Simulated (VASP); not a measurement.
# Al2O3 (P-31c) in VASP: a series of runs, part 2 of 3

VASP 6.6.1. The steps go on from the part before.

**3. Electric field gradients, r2SCAN**

File POSCAR:

```
Al2O3
1.0
    4.7930512577      0.0000000000      0.0000000000
   -2.3965256288      4.1509041508      0.0000000000
    0.0000000000      0.0000000000      8.9666466600
Al O
8 12
Direct
    0.3333333333      0.6666666667      0.9628167200
    0.3333333333      0.6666666667      0.2500000000
    0.0000000000      0.0000000000      0.0000000000
    0.0000000000      0.0000000000      0.5000000000
    0.3333333333      0.6666666667      0.5371832800
    0.6666666667      0.3333333333      0.0371832800
    0.6666666667      0.3333333333      0.7500000000
    0.6666666667      0.3333333333      0.4628167200
    0.0318230633      0.6766458267      0.1119598200
    0.9681769367      0.6448227633      0.6119598200
    0.0318230633      0.3551772367      0.3880401800
    0.9681769367      0.3233541733      0.8880401800
    0.3233541733      0.3551772367      0.1119598200
    0.3551772367      0.3233541733      0.6119598200
    0.3233541733      0.9681769367      0.3880401800
    0.3551772367      0.0318230633      0.8880401800
    0.6448227633      0.6766458267      0.3880401800
    0.6766458267      0.6448227633      0.8880401800
    0.6448227633      0.9681769367      0.1119598200
    0.6766458267      0.0318230633      0.6119598200
```

File INCAR.step1:

```
  ALGO = Normal
  EDIFF = 1E-4
  ENCUT = 520
  GGA = PE
  ISMEAR = -1
  LASPH = T
  LCHARG = F
  LREAL = Auto
  LWAVE = T
  NBANDS = 64
  NELM = 100
  PREC = Accurate
  SIGMA = 0.02
```

File INCAR.step2:

```
  ALGO = Normal
  EDIFF = 1E-8
  ENCUT = 520
  ISIF = 2
  ISMEAR = -1
  ISTART = 1
  LASPH = T
  LCHARG = F
  LEFG = T
  LMIXTAU = T
  LREAL = Auto
  LWAVE = F
  METAGGA = R2SCAN
  NBANDS = 64
  NELM = 100
  PREC = Accurate
  SIGMA = 0.02
```

File KPOINTS:

```
k-points
0
Gamma
  6 6 3
```

Potentials or basis: VASP PAW PBE potentials, release 64 (Al, O).

Launch:

```bash
> cat potpaw_PBE.64/Al/POTCAR potpaw_PBE.64/O/POTCAR > POTCAR
> cp INCAR.step1 INCAR
> mpirun -np 1 vasp_std > vasp.out
> cp INCAR.step2 INCAR
> mpirun -np 1 vasp_std > vasp.out
```

OUTCAR:

```text
EDIFF = 1E-8
   ENCUT = 520
   ISIF = 2
   ISMEAR = -1
   ISTART = 1
   LASPH = T
   LREAL = Auto
   METAGGA = R2SCAN
   NELM = 100
   PREC = Accurate

 ion  position               nearest neighbor table
   1  0.333  0.667  0.963-  16 1.83  12 1.83  18 1.83  13 1.99   9 1.99  19 1.99   2 2.58   3 2.79
                             3 2.79   3 2.79   6 2.85   6 2.85   6 2.85   7 3.36   7 3.36   7 3.36
   2  0.333  0.667  0.250-  15 1.92  13 1.92   9 1.92  17 1.92  11 1.92  19 1.92   1 2.58   5 2.58
                             6 3.36   8 3.36   6 3.36   8 3.36   6 3.36   8 3.36
   3  0.000  0.000  0.000-   9 1.92  12 1.92  13 1.92  18 1.92  16 1.92  19 1.92   1 2.79   6 2.79
                             1 2.79   6 2.79   6 2.79   1 2.79
   4  0.000  0.000  0.500-  15 1.92  20 1.92  17 1.92  14 1.92  10 1.92  11 1.92   5 2.79   8 2.79
                             5 2.79   8 2.79   8 2.79   5 2.79
   5  0.333  0.667  0.537-  10 1.83  20 1.83  14 1.83  15 1.99  17 1.99  11 1.99   2 2.58   4 2.79
                             4 2.79   4 2.79   8 2.85   8 2.85   8 2.85   7 3.36   7 3.36   7 3.36
   6  0.667  0.333  0.037-  19 1.83   9 1.83  13 1.83  18 1.99  12 1.99  16 1.99   7 2.58   3 2.79
[... 1391 lines left out ...]
   1      -9.507    -9.506    19.013       0.000
   2       6.699     6.699   -13.398       0.000
   3      -4.341    -4.341     8.681       0.000
   4      -4.341    -4.341     8.681       0.000
   5      -9.507    -9.506    19.013       0.000
   6      -9.507    -9.506    19.013       0.000
[... 12 lines left out ...]
  19      25.986     4.722   -30.708       0.692
  20      25.988     4.719   -30.708       0.693
----------------------------------------------------------------------

           NMR quadrupolar parameters

 Cq : quadrupolar parameter    Cq=e*Q*V_zz/h
 eta: asymmetry parameters     (V_yy - V_xx)/ V_zz
 Q  : nuclear electric quadrupole moment in mb (millibarn)
----------------------------------------------------------------------
 ion       Cq(MHz)       eta       Q (mb)
----------------------------------------------------------------------
   1       0.046       0.000       1.000
   2      -0.032       0.000       1.000
   3       0.021       0.000       1.000
   4       0.021       0.000       1.000
   5       0.046       0.000       1.000
   6       0.046       0.000       1.000
[... 12 lines left out ...]
  19      -0.074       0.692       1.000
  20      -0.074       0.693       1.000
----------------------------------------------------------------------
```

OUTCAR.step1:

```text
EDIFF = 1E-4
   ENCUT = 520
   GGA = PE
   ISMEAR = -1
   LASPH = T
[... 1351 lines left out ...]
     -0.00000      2.76727      4.81673        -0.000000      0.000000      0.068774
      2.39653      1.38363      0.33341        -0.000000      0.000000      0.068774
[... 12 lines left out ...]
      0.77041      4.01881      1.00390         0.087322      0.023165      0.239797
      3.16693      0.13209      5.48723         0.087322     -0.023165      0.239797
 -----------------------------------------------------------------------------------
    total drift:                               -0.000000      0.000000     -0.000000

  FREE ENERGIE OF THE ION-ELECTRON SYSTEM (eV)
  ---------------------------------------------------
  free  energy   TOTEN  =      -148.0287014876 eV

  energy  without entropy=     -148.0287014876  energy(sigma->0) =     -148.02870149
```

Run time: 8.6 min. Hardware: 1 thread of Intel Xeon Platinum 8488C (Sapphire Rapids), shared host; peak memory 0.37 GiB.

What came out:

```yaml
Free_energy: -190.7911 eV
Pressure: 0.3 GPa
Largest_force: 0.026 eV/Å
Band_gap_on_the_k_mesh: 6.79 eV, direct
```

Forces on the atoms (eV/Å):
```
Al   0.000  0.000 -0.006
Al   0.000  0.000  0.000
Al   0.000  0.000  0.000
Al   0.000  0.000  0.000
Al   0.000  0.000  0.006
Al   0.000  0.000  0.006
Al   0.000  0.000  0.000
Al   0.000  0.000 -0.006
O   -0.009 -0.007  0.023
O    0.011  0.004  0.023
O   -0.011 -0.004 -0.023
O    0.009  0.007 -0.023
O    0.011 -0.004  0.023
O   -0.009  0.007  0.023
O    0.002  0.011 -0.023
O    0.002 -0.011 -0.023
O    0.009 -0.007 -0.023
O   -0.011  0.004 -0.023
O   -0.002  0.011  0.023
O   -0.002 -0.011  0.023
```

Stress tensor (GPa, compression positive):
```
0.38 0.00 0.00
0.00 0.38 0.00
0.00 0.00 0.24
```

Levels at points of the mesh, in eV from the valence-band top:
```tsv
k point	band 44	band 45	band 46	band 47	band 48	band 49	band 50	band 51	band 52	band 53
(0.00, 0.00, 0.00)	-0.14	-0.14	-0.11	0.00	0.00	6.79	8.95	9.30	10.06	11.38
(0.50, 0.00, 0.00)	-0.82	-0.73	-0.57	-0.30	-0.22	9.32	9.64	10.34	10.39	10.65
```

Electric field gradients, principal values (V/Å²):
```tsv
atom	least	middle	greatest (by size)
1 Al	-9.506	-9.507	19.013
2 Al	6.699	6.699	-13.398
3 Al	-4.341	-4.341	8.681
4 Al	-4.341	-4.341	8.681
5 Al	-9.506	-9.507	19.013
6 Al	-9.506	-9.507	19.013
7 Al	6.699	6.699	-13.398
8 Al	-9.506	-9.507	19.013
9 O	4.719	25.988	-30.708
10 O	4.722	25.986	-30.708
11 O	4.722	25.986	-30.708
12 O	4.719	25.988	-30.708
13 O	4.721	25.988	-30.709
14 O	4.721	25.988	-30.709
15 O	4.719	25.988	-30.708
16 O	4.722	25.986	-30.708
17 O	4.721	25.988	-30.709
18 O	4.721	25.988	-30.709
19 O	4.722	25.986	-30.708
20 O	4.719	25.988	-30.708
```

Caveat: without QUAD_EFG the Cq values of the log hold for a quadrupole moment of 1 mb, not for the nuclei; the PAW data sets were made with another functional, which shifts forces and pressure a little.

**4. Electric field gradients, PBE**

File INCAR:

```
SYSTEM = Al2O3
PREC = Accurate
ENCUT = 520
EDIFF = 1E-8
ISMEAR = -1
SIGMA = 0.02
LREAL = Auto
LASPH = .True.
NELM = 100
ALGO = Normal
ISIF = 2
LWAVE = .False.
LCHARG = .False.
GGA = PE
LEFG = .True.
NBANDS = 64
```

File KPOINTS:

```
Automatic mesh
0
Gamma
  8 8 4
  0 0 0
```

POSCAR is that of step 3.

Potentials or basis: VASP PAW PBE potentials, release 64 (Al, O).

Launch:

```bash
> cat potpaw_PBE.64/Al/POTCAR potpaw_PBE.64/O/POTCAR > POTCAR
> mpirun -np 1 vasp_std > vasp.out
```

OUTCAR:

```text
SYSTEM = Al2O3
   PREC = Accurate
   ENCUT = 520
   EDIFF = 1E-8
   ISMEAR = -1
   LREAL = Auto
   LASPH = .True.
   NELM = 100
   ISIF = 2
   GGA = PE

 ion  position               nearest neighbor table
   1  0.333  0.667  0.963-  16 1.83  12 1.83  18 1.83  13 1.99   9 1.99  19 1.99   2 2.58   3 2.79
                             3 2.79   3 2.79   6 2.85   6 2.85   6 2.85   7 3.36   7 3.36   7 3.36
   2  0.333  0.667  0.250-  15 1.92  13 1.92   9 1.92  17 1.92  11 1.92  19 1.92   1 2.58   5 2.58
                             6 3.36   8 3.36   6 3.36   8 3.36   6 3.36   8 3.36
   3  0.000  0.000  0.000-   9 1.92  12 1.92  13 1.92  18 1.92  16 1.92  19 1.92   1 2.79   6 2.79
                             1 2.79   6 2.79   6 2.79   1 2.79
   4  0.000  0.000  0.500-  15 1.92  20 1.92  17 1.92  14 1.92  10 1.92  11 1.92   5 2.79   8 2.79
                             5 2.79   8 2.79   8 2.79   5 2.79
   5  0.333  0.667  0.537-  10 1.83  20 1.83  14 1.83  15 1.99  17 1.99  11 1.99   2 2.58   4 2.79
                             4 2.79   4 2.79   8 2.85   8 2.85   8 2.85   7 3.36   7 3.36   7 3.36
   6  0.667  0.333  0.037-  19 1.83   9 1.83  13 1.83  18 1.99  12 1.99  16 1.99   7 2.58   3 2.79
                             3 2.79   3 2.79   1 2.85   1 2.85   1 2.85   2 3.36   2 3.36   2 3.36
   7  0.667  0.333  0.750-  20 1.92  18 1.92  12 1.92  14 1.92  10 1.92  16 1.92   6 2.58   8 2.58
                             1 3.36   5 3.36   1 3.36   5 3.36   1 3.36   5 3.36
   8  0.667  0.333  0.463-  11 1.83  15 1.83  17 1.83  20 1.99  14 1.99  10 1.99   7 2.58   4 2.79
                             4 2.79   4 2.79   5 2.85   5 2.85   5 2.85   2 3.36   2 3.36   2 3.36
   9  0.032  0.677  0.112-   6 1.83   3 1.92   2 1.92   1 1.99
  10  0.968  0.645  0.612-   5 1.83   4 1.92   7 1.92   8 1.99
  11  0.032  0.355  0.388-   8 1.83   4 1.92   2 1.92   5 1.99
  12  0.968  0.323  0.888-   1 1.83   3 1.92   7 1.92   6 1.99
  13  0.323  0.355  0.112-   6 1.83   3 1.92   2 1.92   1 1.99
  14  0.355  0.323  0.612-   5 1.83   4 1.92   7 1.92   8 1.99
  15  0.323  0.968  0.388-   8 1.83   4 1.92   2 1.92   5 1.99
  16  0.355  0.032  0.888-   1 1.83   3 1.92   7 1.92   6 1.99
  17  0.645  0.677  0.388-   8 1.83   4 1.92   2 1.92   5 1.99
  18  0.677  0.645  0.888-   1 1.83   3 1.92   7 1.92   6 1.99
  19  0.645  0.968  0.112-   6 1.83   3 1.92   2 1.92   1 1.99
  20  0.677  0.032  0.612-   5 1.83   4 1.92   7 1.92   8 1.99

  LATTYP: Found a hexagonal cell.
[... 1764 lines left out ...]
     -0.00000      2.76727      8.63324        -0.000000     -0.000000     -0.068722
     -0.00000      2.76727      2.24166        -0.000000     -0.000000     -0.000000
      0.00000      0.00000      0.00000         0.000000     -0.000000      0.000000
      0.00000      0.00000      4.48332         0.000000     -0.000000      0.000000
     -0.00000      2.76727      4.81673         0.000000     -0.000000      0.068722
      2.39653      1.38363      0.33341         0.000000     -0.000000      0.068722
[... 12 lines left out ...]
      0.77041      4.01881      1.00390         0.087428      0.023571      0.240633
      3.16693      0.13209      5.48723         0.087428     -0.023571      0.240633
 -----------------------------------------------------------------------------------
    total drift:                               -0.000000      0.000000     -0.000000

  FREE ENERGIE OF THE ION-ELECTRON SYSTEM (eV)
  ---------------------------------------------------
  free  energy   TOTEN  =      -148.0287670157 eV

  energy  without entropy=     -148.0287670157  energy(sigma->0) =     -148.02876702

 Electric field gradients (V/A^2)
---------------------------------------------------------------------
 ion       V_xx      V_yy      V_zz      V_xy      V_xz      V_yz
---------------------------------------------------------------------
   1      -9.505    -9.505    19.009     0.000    -0.000    -0.000
   2       7.029     7.029   -14.058    -0.000    -0.000    -0.000
   3      -4.475    -4.475     8.950    -0.000    -0.000    -0.000
   4      -4.475    -4.475     8.950    -0.000    -0.000    -0.000
   5      -9.505    -9.505    19.009    -0.000    -0.000    -0.000
   6      -9.505    -9.505    19.009     0.000    -0.000    -0.000
[... 12 lines left out ...]
  19      -6.172    13.379    -7.207     4.732   -23.999   -11.035
  20      -6.172    13.379    -7.207    -4.735   -23.999    11.035
---------------------------------------------------------------------

 Electric field gradients after diagonalization (V/A^2)
 (convention: |V_zz| > |V_xx| > |V_yy|)
----------------------------------------------------------------------
 ion       V_xx      V_yy      V_zz     asymmetry (V_yy - V_xx)/ V_zz
----------------------------------------------------------------------
   1      -9.505    -9.505    19.009       0.000
   2       7.029     7.029   -14.058       0.000
   3      -4.475    -4.475     8.950       0.000
   4      -4.475    -4.475     8.950       0.000
   5      -9.505    -9.505    19.009       0.000
   6      -9.505    -9.505    19.009       0.000
[... 12 lines left out ...]
  19      26.773     4.420   -31.193       0.717
  20      26.775     4.418   -31.192       0.717
----------------------------------------------------------------------

           NMR quadrupolar parameters

 Cq : quadrupolar parameter    Cq=e*Q*V_zz/h
 eta: asymmetry parameters     (V_yy - V_xx)/ V_zz
 Q  : nuclear electric quadrupole moment in mb (millibarn)
----------------------------------------------------------------------
 ion       Cq(MHz)       eta       Q (mb)
----------------------------------------------------------------------
   1       0.046       0.000       1.000
   2      -0.034       0.000       1.000
   3       0.022       0.000       1.000
   4       0.022       0.000       1.000
   5       0.046       0.000       1.000
   6       0.046       0.000       1.000
[... 12 lines left out ...]
  19      -0.075       0.717       1.000
  20      -0.075       0.717       1.000
----------------------------------------------------------------------
```

OSZICAR:

```text
N       E                     dE             d eps       ncg     rms          rms(c)
DAV:   1     0.509876970639E+03    0.50988E+03   -0.50530E+04  4512   0.142E+03
DAV:   2    -0.131678660024E+03   -0.64156E+03   -0.62016E+03  5464   0.313E+02
DAV:   3    -0.164052552413E+03   -0.32374E+02   -0.32234E+02  5520   0.741E+01
DAV:   4    -0.164416650574E+03   -0.36410E+00   -0.36337E+00  5488   0.871E+00
DAV:   5    -0.164422952675E+03   -0.63021E-02   -0.62995E-02  5408   0.112E+00    0.249E+01
DAV:   6    -0.148039330928E+03    0.16384E+02   -0.64941E+01  5344   0.309E+01    0.855E+00
DAV:   7    -0.148008344195E+03    0.30987E-01   -0.16189E+00  5408   0.485E+00    0.472E+00
DAV:   8    -0.148009818070E+03   -0.14739E-02   -0.18779E-01  5360   0.234E+00    0.129E+00
DAV:   9    -0.148026893193E+03   -0.17075E-01   -0.50184E-02  5360   0.105E+00    0.405E-01
DAV:  10    -0.148028551348E+03   -0.16582E-02   -0.31475E-03  5376   0.256E-01    0.153E-01
DAV:  11    -0.148028734917E+03   -0.18357E-03   -0.99920E-04  5208   0.136E-01    0.542E-02
DAV:  12    -0.148028766744E+03   -0.31827E-04   -0.95263E-05  5288   0.420E-02    0.973E-03
DAV:  13    -0.148028766972E+03   -0.22818E-06   -0.68343E-06  5680   0.116E-02    0.283E-03
DAV:  14    -0.148028766938E+03    0.34105E-07   -0.14820E-06  5256   0.525E-03    0.208E-03
DAV:  15    -0.148028766978E+03   -0.39717E-07   -0.22241E-07  5432   0.203E-03    0.488E-04
DAV:  16    -0.148028767002E+03   -0.24508E-07   -0.52084E-09  3632   0.352E-04    0.211E-04
DAV:  17    -0.148028767014E+03   -0.12014E-07   -0.23438E-09  3152   0.203E-04    0.567E-05
DAV:  18    -0.148028767016E+03   -0.12533E-08   -0.37172E-10  3104   0.871E-05
   1 F= -.14802877E+03 E0= -.14802877E+03  d E =-.284158E-11
```

Run time: 6.2 min. Hardware: 1 thread of Intel Xeon Platinum 8488C (Sapphire Rapids), shared host; peak memory 0.42 GiB.

Results:

- Free energy: -148.0288 eV
- Pressure: 7.9 GPa
- Largest force: 0.257 eV/Å
- Band gap on the k mesh: 5.90 eV, direct

Forces in eV/Å, atoms in the order of the input:
```
Al   0.000  0.000 -0.069
Al   0.000  0.000  0.000
Al   0.000  0.000  0.000
Al   0.000  0.000  0.000
Al   0.000  0.000  0.069
Al   0.000  0.000  0.069
Al   0.000  0.000  0.000
Al   0.000  0.000 -0.069
O   -0.064  0.064  0.241
O   -0.023  0.088  0.241
O    0.023 -0.088 -0.241
O    0.064 -0.064 -0.241
O   -0.023 -0.088  0.241
O   -0.064 -0.064  0.241
O   -0.087  0.024 -0.241
O   -0.087 -0.024 -0.241
O    0.064  0.064 -0.241
O    0.023  0.088 -0.241
O    0.087  0.024  0.241
O    0.087 -0.024  0.241
```

Levels at points of the mesh, in eV from the valence-band top:
```csv
k point,band 46,band 47,band 48,band 49,band 50,band 51
"(0.00, 0.00, 0.00)",-0.11,0.00,0.00,5.90,8.12,8.30
"(0.50, 0.00, 0.00)",-0.56,-0.29,-0.21,8.50,8.83,9.28
"(0.00, 0.00, 0.50)",-0.10,-0.10,-0.10,6.80,6.80,8.93
"(0.50, 0.00, 0.50)",-0.46,-0.26,-0.26,8.56,8.56,9.17
```

Electric field gradients, principal values (V/Å²):
```
atom   least  middle  greatest (by size)
1 Al  -9.505  -9.505              19.009
2 Al   7.029   7.029             -14.058
3 Al  -4.475  -4.475               8.950
4 Al  -4.475  -4.475               8.950
5 Al  -9.505  -9.505              19.009
6 Al  -9.505  -9.505              19.009
7 Al   7.029   7.029             -14.058
8 Al  -9.505  -9.505              19.009
 9 O   4.418  26.775             -31.192
10 O   4.420  26.773             -31.193
11 O   4.420  26.773             -31.193
12 O   4.418  26.775             -31.192
13 O   4.420  26.774             -31.194
14 O   4.420  26.774             -31.194
15 O   4.418  26.775             -31.192
16 O   4.420  26.773             -31.193
17 O   4.420  26.774             -31.194
18 O   4.420  26.774             -31.194
19 O   4.420  26.773             -31.193
20 O   4.418  26.775             -31.192
```

Caveat: without QUAD_EFG the Cq values of the log hold for a quadrupole moment of 1 mb, not for the nuclei. A k mesh can miss the band edges.

(Continued in part 3 of 3.)
